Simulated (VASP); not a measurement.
# AlSb2Br2 (P-3m1) in VASP: relaxation of cell and atoms with PBE

Aim: the relaxation of cell and atoms of AlSb2Br2 with PBE.

Program: VASP 6.6.1. These are calculated values, not measurements. Logs are shortened: lines on timing, memory, paths and dates and some standing lists are left out, and cuts for length are marked.

## 1. The cell of the first run

The structure is trigonal, space group P-3m1 (No. 164). The conventional cell has a = 4.618 Å, b = 4.618 Å, c = 7.840 Å, α = 90.00°, β = 90.00°, γ = 120.00°. Within 4.4 Å of Al (site symmetry -3m) lie 6 Br at 3.36 Å and 6 Sb at 4.00 Å. Within 3.7 Å of Sb (site symmetry 3m) lie 4 Br at 2.82 to 2.83 Å and 3 Sb at 3.26 Å. Within 3.7 Å of Br (site symmetry 3m) lie 4 Sb at 2.82 to 2.83 Å and 3 Al at 3.36 Å.

## 2. Relaxation of cell and atoms, PBE

The input, INCAR:

```
ALGO = Normal ; EDIFF = 1E-7
EDIFFG = -0.04 ; ENCUT = 500
GGA = PE ; GGA_COMPAT = False
IBRION = 2 ; ISIF = 3
ISMEAR = 0 ; LASPH = True
LCHARG = False ; LREAL = False
LWAVE = False ; NELM = 120
NELMIN = 4 ; NSW = 90
PREC = Accurate ; SIGMA = 0.1
```

The input, KPOINTS:

```
k-points
0
Gamma
  6 6 2
```

The input, POSCAR:

```
AlSb2Br2
1.0
    4.6179550461      0.0000000000      0.0000000000
   -2.3089775231      3.9992663835      0.0000000000
    0.0000000000      0.0000000000      7.8403830126
Al Sb Br
1 2 2
Direct
    0.0000000000      0.0000000000      0.0000000000
    0.3333333333      0.6666666667      0.6200000000
    0.6666666667      0.3333333333      0.3800000000
    0.3333333333      0.6666666667      0.2600000000
    0.6666666667      0.3333333333      0.7400000000
```

Potentials or basis: VASP PAW PBE potentials, release 64 (Al, Sb_d_GW, Br).

Command:

```console
cat potpaw_PBE.64/Al/POTCAR potpaw_PBE.64/Sb_d_GW/POTCAR potpaw_PBE.64/Br/POTCAR > POTCAR
mpirun -np 1 vasp_std > vasp.out
```

OUTCAR:

```text
EDIFF = 1E-7
   EDIFFG = -0.04
   ENCUT = 500
   GGA = PE
   IBRION = 2
   ISIF = 3
   ISMEAR = 0
   LASPH = True
   LREAL = False
   NELM = 120
   NELMIN = 4
   NSW = 90
   PREC = Accurate

 ion  position               nearest neighbor table
   1  0.000  0.000  0.000-
   2  0.333  0.667  0.620-   4 2.82   5 2.83   5 2.83   5 2.83   3 3.26   3 3.26   3 3.26
   3  0.667  0.333  0.380-   5 2.82   4 2.83   4 2.83   4 2.83   2 3.26   2 3.26   2 3.26
   4  0.333  0.667  0.260-   2 2.82   3 2.83   3 2.83   3 2.83
   5  0.667  0.333  0.740-   3 2.82   2 2.83   2 2.83   2 2.83

  LATTYP: Found a hexagonal cell.
 ALAT       =     4.6179550461
 C/A-ratio  =     1.6978041004

  Lattice vectors:

 A1 = (   4.6179550461,   0.0000000000,   0.0000000000)
 A2 = (  -2.3089775231,   3.9992663835,   0.0000000000)
 A3 = (   0.0000000000,   0.0000000000,   7.8403830126)

Analysis of symmetry for initial positions (statically):
=====================================================================
 Subroutine PRICEL returns:
 Original cell was already a primitive cell.

 Routine SETGRP: Setting up the symmetry group for a
 hexagonal supercell.

 Subroutine GETGRP returns: Found 12 space group operations
 (whereof 12 operations were pure point group operations)
 out of a pool of 24 trial point group operations.

The static configuration has the point symmetry D_3d.

Analysis of symmetry for dynamics (positions and initial velocities):
=====================================================================
 Subroutine PRICEL returns:
 Original cell was already a primitive cell.

 Routine SETGRP: Setting up the symmetry group for a
 hexagonal supercell.

 Subroutine GETGRP returns: Found 12 space group operations
 (whereof 12 operations were pure point group operations)
 out of a pool of 24 trial point group operations.

The dynamic configuration has the point symmetry D_3d.

 Subroutine INISYM returns: Found 12 space group operations
 (whereof 12 operations are pure point group operations),
 and found     1 'primitive' translations

----------------------------------------------------------------------------------------

                                     Primitive cell

  volume of cell :     144.7996

  direct lattice vectors                    reciprocal lattice vectors
     4.617955046  0.000000000  0.000000000     0.216546066  0.125022930  0.000000000
    -2.308977523  3.999266384  0.000000000     0.000000000  0.250045859  0.000000000
     0.000000000  0.000000000  7.840383013     0.000000000  0.000000000  0.127544789

  length of vectors
     4.617955046  4.617955046  7.840383013     0.250045859  0.250045859  0.127544789

  position of ions in fractional coordinates (direct lattice)
     0.000000000  0.000000000  0.000000000
     0.333333333  0.666666667  0.620000000
     0.666666667  0.333333333  0.380000000
     0.333333333  0.666666667  0.260000000
     0.666666667  0.333333333  0.740000000

  ion indices of the primitive-cell ions
   primitive index   ion index
                 1           1
                 2           2
                 3           3
                 4           4
                 5           5

----------------------------------------------------------------------------------------

 KPOINTS: k-points

Automatic generation of k-mesh.
 Grid dimensions read from file:
 generate k-points for:    6    6    2

 Generating k-lattice:

  Cartesian coordinates                     Fractional coordinates (reciprocal lattice)
     0.036091011  0.020837155  0.000000000     0.166666667  0.000000000  0.000000000
     0.000000000  0.041674310  0.000000000     0.000000000  0.166666667  0.000000000
     0.000000000  0.000000000  0.063772395     0.000000000  0.000000000  0.500000000

  Length of vectors
     0.041674310  0.041674310  0.063772395

  Shift w.r.t. Gamma in fractional coordinates (k-lattice)
     0.000000000  0.000000000  0.000000000

 Subroutine IBZKPT returns following result:
 ===========================================

 Found     14 irreducible k-points:

 Following reciprocal coordinates:
            Coordinates               Weight
  0.000000  0.000000  0.000000      1.000000
  0.166667  0.000000  0.000000      6.000000
  0.333333  0.000000  0.000000      6.000000
  0.500000  0.000000  0.000000      3.000000
  0.166667  0.166667  0.000000      6.000000
  0.333333  0.166667  0.000000     12.000000
  0.333333  0.333333  0.000000      2.000000
  0.000000  0.000000  0.500000      1.000000
  0.166667  0.000000  0.500000      6.000000
  0.333333  0.000000  0.500000      6.000000
  0.500000  0.000000  0.500000      3.000000
  0.166667  0.166667  0.500000      6.000000
  0.333333  0.166667  0.500000     12.000000
  0.333333  0.333333  0.500000      2.000000
   k-points           NKPTS =     14   k-points in BZ     NKDIM =     14   number of bands    NBANDS=     28
   number of dos      NEDOS =    301   number of ions     NIONS =      5
   total plane-waves  NPLWV =  77760
   dimension x,y,z NGX =    36 NGY =   36 NGZ =   60
   dimension x,y,z NGXF=    72 NGYF=   72 NGZF=  120
   ions per type =               1   2   2
   NGX,Y,Z   is equivalent  to a cutoff of  12.96, 12.96, 12.72 a.u.
   NGXF,Y,Z  is equivalent  to a cutoff of  25.92, 25.92, 25.44 a.u.
 SYSTEM =  unknown system
   PREC   = accura    normal or accurate (medium, high low for compatibility)
   ISTART =      0    job   : 0-new  1-cont  2-samecut
   ICHARG =      2    charge: 1-file 2-atom 10-const
   ISPIN  =      1    spin polarized calculation?
   LNONCOLLINEAR =      F non collinear calculations
   LSORBIT =      F    spin-orbit coupling
   LASPH  =      T    aspherical Exc in radial PAW
   ENCUT  =  500.0 eV  36.75 Ry    6.06 a.u.   8.42  8.42 14.29*2*pi/ulx,y,z
   NELM   =    120;   NELMIN=  4; NELMDL= -5     # of ELM steps
   EDIFF  = 0.1E-06   stopping-criterion for ELM
   LREAL  =      F    real-space projection
   EDIFFG = -.4E-01   stopping-criterion for IOM
   NSW    =     90    number of steps for IOM
   IBRION =      2    ionic relax: 0-MD 1-quasi-New 2-CG
   NFREE  =      1    steps in history (QN), initial steepest desc. (CG)
   ISIF   =      3    stress and relaxation
   ISYM   =      2    0-nonsym 1-usesym 2-fastsym
   POTIM  = 0.5000    time-step for ionic-motion
   TEBEG  =    0.0;   TEEND  =   0.0 temperature during run
   PSTRESS=    0.0 pullay stress
   NELECT =      47.0000    total number of electrons
   NUPDOWN=      -1.0000    fix difference up-down
   EMIN   =  10.00;   EMAX   =-10.00  energy-range for DOS
   EFERMI =   0.00;   METHOD = LEGACY
   ISMEAR =     0;   SIGMA  =   0.10  broadening in eV -4-tet -1-fermi 0-gaus
   EFERMI_NEDOS =   21; number of points for ismear=-14 and -15
   IALGO  =     38    algorithm
   IMIX   =      4    mixing-type and parameters
     AMIX     =   0.40;   BMIX     =  1.00
     AMIX_MAG =   1.60;   BMIX_MAG =  1.00
  volume/ion in A,a.u.               =      28.96       195.43
  Fermi-wavevector in a.u.,A,eV,Ry     =   1.125084  2.126101 17.222450  1.265814
  Thomas-Fermi vector in A             =   2.261759
   LORBIT       =      0    0 simple, 1 ext, 2 COOP (PROOUT), +10 PAW based schemes
   GGA     = PE    functional components
   LHFCALC =     F    Hartree Fock is set to
   AEXX    =    0.0000 exact exchange contribution
   IVDW    =     0    specifies the selected vdW correction
   LEPSILON=     F    determine dielectric tensor
   LRPA    =     F    only Hartree local field effects (RPA)
 conjugate gradient relaxation of ions
 non-spin polarized calculation
 Gauss-broadening in eV      SIGMA  =   0.10
  energy-cutoff  :      500.00
  volume of cell :      144.80
 maximum number of plane-waves:      3755
 NGX is ok and might be reduce to    36
   NGX = 17   NGY = 17   NGZ = 29

--------------------------------------- Ionic step        1  -------------------------------------------

 number of electron      46.9999999 magnetization

 Free energy of the ion-electron system (eV)
  ---------------------------------------------------
  ext. energy  EPLUGINS =         0.00000000
  ---------------------------------------------------
  free energy    TOTEN  =       -10.86172241 eV

  energy without entropy =      -10.83546177  energy(sigma->0) =      -10.84859209

------------------------ aborting loop because EDIFF is reached ----------------------------------------

  FORCE on cell =-STRESS in cart. coord.  units (eV):
  Direction    XX          YY          ZZ          XY          YZ          ZX
  --------------------------------------------------------------------------------------
  -------------------------------------------------------------------------------------
  Total        7.1090260      7.1090260     11.7145534     -0.0000000      0.0000000      0.0000000
  in kB       78.6598963     78.6598963    129.6191015     -0.0000000      0.0000000      0.0000000
  external PRESSURE =      95.6462980 kB  Pullay stress =       0.0000000 kB
[... 98 lines left out ...]
  FREE ENERGIE OF THE ION-ELECTRON SYSTEM (eV)
  ---------------------------------------------------
  free  energy   TOTEN  =       -13.1947967211 eV

  energy  without entropy=      -13.1726575222  energy(sigma->0) =      -13.18372712

[... ionic steps 4 to 19 ...]

--------------------------------------- Ionic step       20  -------------------------------------------

 number of electron      47.0000077 magnetization

------------------------ aborting loop because EDIFF is reached ----------------------------------------

  FORCE on cell =-STRESS in cart. coord.  units (eV):
  Direction    XX          YY          ZZ          XY          YZ          ZX
  --------------------------------------------------------------------------------------
  -------------------------------------------------------------------------------------
  Total       -0.1717731     -0.1717731     -0.0234098      0.0000000      0.0000000      0.0000000
  in kB       -1.6371997     -1.6371997     -0.2231232      0.0000000      0.0000000      0.0000000
  external PRESSURE =      -1.1658409 kB  Pullay stress =       0.0000000 kB
[... 63 lines left out ...]
  energy  without entropy=      -16.7563882805  energy(sigma->0) =      -16.76576353

--------------------------------------- Ionic step       22  -------------------------------------------

 number of electron      47.0000085 magnetization

 Free energy of the ion-electron system (eV)
  ---------------------------------------------------
  ext. energy  EPLUGINS =         0.00000000
  ---------------------------------------------------
  free energy    TOTEN  =       -16.77551272 eV

  energy without entropy =      -16.75686160  energy(sigma->0) =      -16.76618716

 E-fermi :   2.9393     XC(G=0):  -8.2647

 val. band max:        2.8538421164   @ k =   0.0000   0.0000   0.0000
 cond. band min:       3.0121522529   @ k =   0.3333   0.1667   0.5000
 fundamental gap:      0.1583101364
 Fermi energy:         2.9393137399

 k-point     1 :       0.0000    0.0000    0.0000
  band No.  band energies     occupation
      1     -25.9960      2.00000
      2     -25.9960      2.00000
      3     -25.9213      2.00000
      4     -25.9213      2.00000
      5     -25.8802      2.00000
      6     -25.8128      2.00000
[... 455 lines left out ...]
  FREE ENERGIE OF THE ION-ELECTRON SYSTEM (eV)
  ---------------------------------------------------
  free  energy   TOTEN  =       -16.7755127150 eV

  energy  without entropy=      -16.7568615969  energy(sigma->0) =      -16.76618716

 reached required accuracy - stopping structural energy minimisation
```

Run time: 25 min. Hardware: 1 thread of AMD EPYC 7R43 (Zen 3), shared host; peak memory 0.29 GiB.

Results:

```
Free energy                           : -16.7755 eV
Relaxed volume                        : 33.68 Å³/atom
Relaxed cell                          : a = 4.111 Å, b = 4.111 Å, c = 11.508 Å, α = 90.00°, β = 90.00°, γ = 120.00°
Space group after relaxing (to 0.1 Å) : P-3m1 (No. 164)
Energy gained by relaxing             : 1182.8 meV/atom
Ionic steps                           : 22
Pressure after relaxing               : 0.0 GPa
Largest force after relaxing          : 0.015 eV/Å
Band gap on the k mesh                : zero (an odd number of electrons rules out a gap without spin polarisation)
```

Forces in eV/Å, atoms in the order of the input:
```
Al   0.000  0.000  0.000
Sb   0.000  0.000  0.006
Sb   0.000  0.000 -0.006
Br   0.000  0.000 -0.015
Br   0.000  0.000  0.015
```

Stress tensor (GPa, compression positive):
```
-0.08  0.00  0.00
 0.00 -0.08  0.00
 0.00  0.00  0.05
```

The path:
```
step  energy change (eV)  largest force (eV/Å)  pressure (GPa)  volume (Å³)
   1              0.0000                4.4607            9.56       144.80
   2             -2.2778                2.1741           -1.76       184.03
   3             -2.3331                2.1478           -2.66       191.22
   4             -3.3241                1.9576           -2.73       183.55
   5             -4.8486                1.4618            1.09       160.74
   6             -4.8582                0.7738           -0.02       163.88
   7             -4.8666                1.0346            0.39       162.68
   8             -5.2440                1.1857            0.01       161.80
   9             -5.8495                0.3434            1.86       155.37
  10             -5.6881                1.4340           -2.66       176.84
  11             -5.8841                0.3719            0.21       161.45
  12             -5.8843                0.3382            0.31       161.07
  13             -5.9040                0.1467           -0.17       166.35
  14             -5.9041                0.1426           -0.15       166.02
  15             -5.9065                0.1576            0.26       165.05
  16             -5.9066                0.1263            0.19       165.22
  17             -5.9088                0.0811            0.18       165.48
  18             -5.9116                0.0447            0.12       166.28
  19             -5.9124                0.0597            0.02       167.04
  20             -5.9129                0.0796           -0.12       168.10
  21             -5.9134                0.0431           -0.08       168.24
  22             -5.9138                0.0145           -0.04       168.41
```

Final structure:
```
Al Sb Br
1.0
     4.11067    0.00000    0.00000
    -2.05534    3.55995    0.00000
     0.00000    0.00000   11.50823
Al Sb Br
1 2 2
Direct
  0.00000 0.00000 0.00000
  0.33333 0.66667 0.57086
  0.66667 0.33333 0.42914
  0.33333 0.66667 0.12403
  0.66667 0.33333 0.87597
```

Caveat: the k points lie up to 0.29 Å⁻¹ apart in the final cell, too coarse for converged energies and pressures of a metal; the volume moved by over 15 % at a fixed basis, so the end points are rough; spin-orbit coupling is left out, which moves the levels of the heavy elements; this functional lacks dispersion, which binds the layers, so the pressure and a relaxed spacing across them are unreliable; an odd number of electrons without spin polarisation forces a metal; a magnetic or distorted state may lie lower.
